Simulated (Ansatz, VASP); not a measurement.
## TaN: VASP beside Ansatz

```
CELL_PARAMETERS angstrom
2.93800 0.00000 0.00000
-1.46900 2.54438 0.00000
0.00000 0.00000 2.88300
ATOMIC_POSITIONS crystal
Ta 0.33333 0.66667 0.50000
N 0.00000 0.00000 0.00000
```

Alike in both runs: task single point; functional PBE; k mesh 12 × 12 × 10; occupations gaussian, width 0.2 eV; no spin polarisation.

|  | VASP | Ansatz |
| --- | --- | --- |
| version | VASP 6.6.1 | Ansatz 0.2.0 |
| potentials or method | VASP PAW PBE potentials, release 64 (Ta_pv, N), cutoff 520 eV | all-electron LAPW, scalar-relativistic |

```tsv
	VASP	Ansatz	Ansatz less VASP
pressure (GPa)	5.4	4.8	-0.55
traceless stress, the component that is largest in VASP (GPa)	0.83	0.73	-0.106
```

Ansatz ran all-electron here, and VASP with PAW potentials.

Spin-orbit coupling is off throughout.
